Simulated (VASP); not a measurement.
Write the native input for VASP 6.6.1 that does the following.

```yaml
Task: single point
Functional: PBE
Potentials_or_basis: VASP PAW PBE potentials, release 64 (Hf_pv, C)
Cutoff: 520 eV
k_mesh: 15 × 14 × 15
Occupations: gaussian, width 0.1 eV
Spin: no spin polarisation
Dipole_correction: no
Further_INCAR_settings: ALGO = Normal; EDIFF = 1e-06; NBANDS = 14; ISYM = 0
```

The structure of HfC lies in POSCAR:

```
HfC
1.0
    0.0000000000      2.2758495000      2.2758495000
    2.2293495000      0.0465000000      2.2293495000
    2.2758495000      2.2758495000      0.0000000000
Hf C
1 1
Direct
    0.5000000000      0.5000000000      0.5000000000
    0.0000000000      0.0000000000      0.0000000000
```

This cell differs from its parent crystal: strained.

The input as run:

INCAR

```
PREC     = Accurate       # precision mode
ENCUT    = 520            # plane-wave cutoff, eV
EDIFF    = 1E-6           # SCF threshold, eV
ISMEAR   = 0              # smearing method
SIGMA    = 0.1            # smearing width, eV
LREAL    = False          # projectors in reciprocal space
LASPH    = True           # aspherical terms in the spheres
NELM     = 60             # most SCF steps
ALGO     = Normal         # electronic algorithm
ISIF     = 2              # what is computed and relaxed
LWAVE    = False          # write WAVECAR
LCHARG   = False          # write CHGCAR
GGA      = PE             # functional
ISYM     = 0            
NBANDS   = 14             # bands
```

KPOINTS

```
regular mesh
0
Gamma
  15 14 15
```

Potentials or basis: VASP PAW PBE potentials, release 64 (Hf_pv, C).

Launch:

```console
$ cat potpaw_PBE.64/Hf_pv/POTCAR potpaw_PBE.64/C/POTCAR > POTCAR
$ mpirun -np 1 vasp_std > vasp.out
```

It gave:

```yaml
Pressure: 26.9 GPa
Band_gap_on_the_k_mesh: zero (bands 7 and 8 overlap by 1.50 eV)
```

Caveat: the cell differs from its parent crystal (strained); the cell stands under pressure; spin-orbit coupling is left out, which moves the levels of the heavy elements.

Wall time 12 min on 1 thread of AMD EPYC 7R13 (shared host), peak memory 0.56 GiB.
